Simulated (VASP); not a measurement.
# Tl (Fd-3m) in VASP: a series of runs, part 2 of 2

VASP 6.6.1. Earlier steps stand in the parts before.

## 3. Single point, LDA

File INCAR:

```
PREC     = Accurate       # precision mode
ENCUT    = 520            # plane-wave cutoff, eV
EDIFF    = 1E-6           # SCF threshold, eV
ISMEAR   = -1             # smearing method
SIGMA    = 0.05           # smearing width, eV
LREAL    = False          # projectors in reciprocal space
LASPH    = True           # aspherical terms in the spheres
NELM     = 80             # most SCF steps
ALGO     = Normal         # electronic algorithm
ISIF     = 2              # what is computed and relaxed
LWAVE    = False          # write WAVECAR
LCHARG   = False          # write CHGCAR
GGA      = CA             # functional
NBANDS   = 20             # bands
```

File KPOINTS:

```
Automatic mesh
0
Gamma
  11 11 11
```

File POSCAR:

```
Tl
1.0
    0.0000000000      3.3697060930      3.3697060930
    3.3697060930      0.0000000000      3.3697060930
    3.3697060930      3.3697060930      0.0000000000
Tl
2
Direct
   -0.1250000000     -0.1250000000     -0.1250000000
    0.1250000000      0.1250000000      0.1250000000
```

Potentials or basis: VASP PAW LDA potentials, release 64 (Tl_d).

Started as:

```sh
$ cat potpaw_LDA.64/Tl_d/POTCAR > POTCAR
$ mpirun -np 1 vasp_std > vasp.out
```

OUTCAR:

```text
PREC = Accurate
   ENCUT = 520
   EDIFF = 1E-6
   ISMEAR = -1
   LREAL = False
   LASPH = True
   NELM = 80
   ISIF = 2
   GGA = CA

 ion  position               nearest neighbor table
   1  0.875  0.875  0.875-   2 2.92   2 2.92   2 2.92   2 2.92
   2  0.125  0.125  0.125-   1 2.92   1 2.92   1 2.92   1 2.92

  LATTYP: Found a face centered cubic cell.
 ALAT       =     6.7394121860

  Lattice vectors:

 A1 = (   0.0000000000,   3.3697060930,   3.3697060930)
 A2 = (   3.3697060930,   0.0000000000,   3.3697060930)
 A3 = (   3.3697060930,   3.3697060930,   0.0000000000)

Analysis of symmetry for initial positions (statically):
[... 6 lines left out ...]

 Subroutine GETGRP returns: Found 48 space group operations
 (whereof 12 operations were pure point group operations)
 out of a pool of 48 trial point group operations.

The static configuration has the point symmetry D_3d.
 The point group associated with its full space group is O_h .

Analysis of symmetry for dynamics (positions and initial velocities):
[... 6 lines left out ...]

 Subroutine GETGRP returns: Found 48 space group operations
 (whereof 12 operations were pure point group operations)
 out of a pool of 48 trial point group operations.

The dynamic configuration has the point symmetry D_3d.
 The point group associated with its full space group is O_h .

 Subroutine INISYM returns: Found 48 space group operations
 (whereof 12 operations are pure point group operations),
 and found     1 'primitive' translations

----------------------------------------------------------------------------------------

                                     Primitive cell

  volume of cell :      76.5255

  direct lattice vectors                    reciprocal lattice vectors
     0.000000000  3.369706093  3.369706093    -0.148380893  0.148380893  0.148380893
     3.369706093  0.000000000  3.369706093     0.148380893 -0.148380893  0.148380893
     3.369706093  3.369706093  0.000000000     0.148380893  0.148380893 -0.148380893

  length of vectors
     4.765484058  4.765484058  4.765484058     0.257003246  0.257003246  0.257003246

  position of ions in fractional coordinates (direct lattice)
     0.875000000  0.875000000  0.875000000
     0.125000000  0.125000000  0.125000000

  ion indices of the primitive-cell ions
   primitive index   ion index
                 1           1
                 2           2

----------------------------------------------------------------------------------------

 KPOINTS: Automatic mesh

Automatic generation of k-mesh.
 Grid dimensions read from file:
 generate k-points for:   11   11   11

 Generating k-lattice:

  Cartesian coordinates                     Fractional coordinates (reciprocal lattice)
    -0.013489172  0.013489172  0.013489172     0.090909091  0.000000000  0.000000000
     0.013489172 -0.013489172  0.013489172     0.000000000  0.090909091  0.000000000
     0.013489172  0.013489172 -0.013489172     0.000000000  0.000000000  0.090909091

  Length of vectors
     0.023363931  0.023363931  0.023363931

  Shift w.r.t. Gamma in fractional coordinates (k-lattice)
     0.000000000  0.000000000  0.000000000

 Subroutine IBZKPT returns following result:
 ===========================================

 Found     56 irreducible k-points:

 Following reciprocal coordinates:
            Coordinates               Weight
  0.000000  0.000000  0.000000      1.000000
  0.090909  0.000000  0.000000      8.000000
  0.181818  0.000000  0.000000      8.000000
  0.272727  0.000000  0.000000      8.000000
  0.363636  0.000000  0.000000      8.000000
  0.454545  0.000000  0.000000      8.000000
[... 16 lines left out ...]
 -0.272727  0.181818  0.000000     24.000000
 -0.181818  0.181818  0.000000     12.000000
 [... further k-points ...]
   k-points           NKPTS =     56   k-points in BZ     NKDIM =     56   number of bands    NBANDS=     20
   number of dos      NEDOS =    301   number of ions     NIONS =      2
   total plane-waves  NPLWV =  46656
   dimension x,y,z NGX =    36 NGY =   36 NGZ =   36
   dimension x,y,z NGXF=    72 NGYF=   72 NGZF=   72
   ions per type =               2
   NGX,Y,Z   is equivalent  to a cutoff of  12.56, 12.56, 12.56 a.u.
   NGXF,Y,Z  is equivalent  to a cutoff of  25.12, 25.12, 25.12 a.u.
 SYSTEM =  unknown system
   PREC   = accura    normal or accurate (medium, high low for compatibility)
   ISTART =      0    job   : 0-new  1-cont  2-samecut
   ICHARG =      2    charge: 1-file 2-atom 10-const
   ISPIN  =      1    spin polarized calculation?
   LNONCOLLINEAR =      F non collinear calculations
   LSORBIT =      F    spin-orbit coupling
   LASPH  =      T    aspherical Exc in radial PAW
   ENCUT  =  520.0 eV  38.22 Ry    6.18 a.u.   8.86  8.86  8.86*2*pi/ulx,y,z
   NELM   =     80;   NELMIN=  2; NELMDL= -5     # of ELM steps
   EDIFF  = 0.1E-05   stopping-criterion for ELM
   LREAL  =      F    real-space projection
   EDIFFG = 0.1E-04   stopping-criterion for IOM
   NSW    =      0    number of steps for IOM
   IBRION =     -1    ionic relax: 0-MD 1-quasi-New 2-CG
   NFREE  =      0    steps in history (QN), initial steepest desc. (CG)
   ISIF   =      2    stress and relaxation
   ISYM   =      2    0-nonsym 1-usesym 2-fastsym
   POTIM  = 0.5000    time-step for ionic-motion
   TEBEG  =    0.0;   TEEND  =   0.0 temperature during run
   PSTRESS=    0.0 pullay stress
   NELECT =      26.0000    total number of electrons
   NUPDOWN=      -1.0000    fix difference up-down
   EMIN   =  10.00;   EMAX   =-10.00  energy-range for DOS
   EFERMI =   0.00;   METHOD = LEGACY
   ISMEAR =    -1;   SIGMA  =   0.05  broadening in eV -4-tet -1-fermi 0-gaus
   EFERMI_NEDOS =   21; number of points for ismear=-14 and -15
   IALGO  =     38    algorithm
   IMIX   =      4    mixing-type and parameters
     AMIX     =   0.40;   BMIX     =  1.00
     AMIX_MAG =   1.60;   BMIX_MAG =  1.00
  volume/ion in A,a.u.               =      38.26       258.21
  Fermi-wavevector in a.u.,A,eV,Ry     =   1.142345  2.158719 17.754949  1.304952
  Thomas-Fermi vector in A             =   2.279043
   LORBIT       =      0    0 simple, 1 ext, 2 COOP (PROOUT), +10 PAW based schemes
   GGA     = CA    functional components
   LHFCALC =     F    Hartree Fock is set to
   AEXX    =    0.0000 exact exchange contribution
   IVDW    =     0    specifies the selected vdW correction
   LEPSILON=     F    determine dielectric tensor
   LRPA    =     F    only Hartree local field effects (RPA)
 non-spin polarized calculation
  energy-cutoff  :      520.00
  volume of cell :       76.53
 maximum number of plane-waves:      2085
   NGX = 17   NGY = 17   NGZ = 17

 number of electron      26.0000005 magnetization

 Free energy of the ion-electron system (eV)
  ---------------------------------------------------
  ext. energy  EPLUGINS =         0.00000000
  ---------------------------------------------------
  free energy    TOTEN  =        -4.97679782 eV

  energy without entropy =       -4.96392231  energy(sigma->0) =       -4.97036007

 E-fermi :   3.4675     XC(G=0):  -8.8592

 val. band max:        3.4529035268   @ k =   0.3636   0.1818   0.0000
 cond. band min:       3.4721067878   @ k =   0.3636   0.1818   0.0909
 fundamental gap:      0.0192032610
 Fermi energy:         3.4674529727

 k-point     1 :       0.0000    0.0000    0.0000
  band No.  band energies     occupation
      1      -8.4785      2.00000
      2      -8.4785      2.00000
      3      -8.4785      2.00000
      4      -8.3799      2.00000
      5      -8.3799      2.00000
      6      -7.6612      2.00000
[... 12 lines left out ...]
     19       8.7392      0.00000
     20      12.4133      0.00000

 k-point     2 :       0.0909    0.0000    0.0000
  band No.  band energies     occupation
      1      -8.4973      2.00000
      2      -8.4973      2.00000
      3      -8.4775      2.00000
      4      -8.3536      2.00000
      5      -8.3536      2.00000
      6      -7.6796      2.00000
[... 12 lines left out ...]
     19       9.5305      0.00000
     20      12.0464      0.00000
[... 465 lines left out ...]
      3      -8.4072      2.00000
      4      -8.2528      2.00000
      5      -8.1545      2.00000
      6      -7.8921      2.00000
[... 12 lines left out ...]
     19      11.6829      0.00000
     20      12.1431      0.00000

 k-point    24 :      -0.1818    0.1818    0.0000
  band No.  band energies     occupation
      1      -8.5737      2.00000
      2      -8.5531      2.00000
      3      -8.4412      2.00000
      4      -8.2808      2.00000
      5      -8.1982      2.00000
      6      -7.8411      2.00000
[... 12 lines left out ...]
     19      11.3841      0.00000
     20      12.0223      0.00000

 [... further k-points ...]
[... 5 lines left out ...]
  --------------------------------------------------------------------------------------
  -------------------------------------------------------------------------------------
  Total        0.0030205      0.0030205      0.0030205      0.0000000     -0.0000000      0.0000000
  in kB        0.0632379      0.0632379      0.0632379      0.0000000     -0.0000000      0.0000000
  external PRESSURE =       0.0632379 kB  Pullay stress =       0.0000000 kB

 VOLUME and BASIS-vectors are now :
 -----------------------------------------------------------------------------
  energy-cutoff  :      520.00
  volume of cell :       76.53
      direct lattice vectors                 reciprocal lattice vectors
     0.000000000  3.369706093  3.369706093    -0.148380893  0.148380893  0.148380893
     3.369706093  0.000000000  3.369706093     0.148380893 -0.148380893  0.148380893
     3.369706093  3.369706093  0.000000000     0.148380893  0.148380893 -0.148380893

 POSITION                                       TOTAL-FORCE (eV/Angst)
 -----------------------------------------------------------------------------------
      5.89699      5.89699      5.89699        -0.000000     -0.000000     -0.000000
      0.84243      0.84243      0.84243         0.000000      0.000000      0.000000
 -----------------------------------------------------------------------------------
    total drift:                                0.000000      0.000000      0.000000

  FREE ENERGIE OF THE ION-ELECTRON SYSTEM (eV)
  ---------------------------------------------------
  free  energy   TOTEN  =        -4.9767978195 eV

  energy  without entropy=       -4.9639223146  energy(sigma->0) =       -4.97036007
```

Run time: 60 s. Hardware: 1 thread of AMD EPYC 7R13 (Zen 3), shared host; peak memory 0.18 GiB.

Results:

```
Free energy            : -4.9768 eV
Pressure               : 0.0 GPa
Band gap on the k mesh : zero (band 13 reaches 6.11 eV, above the bottom of band 14 at 2.73 eV)
```

Caveat: spin-orbit coupling is left out, which moves the levels of the heavy elements.
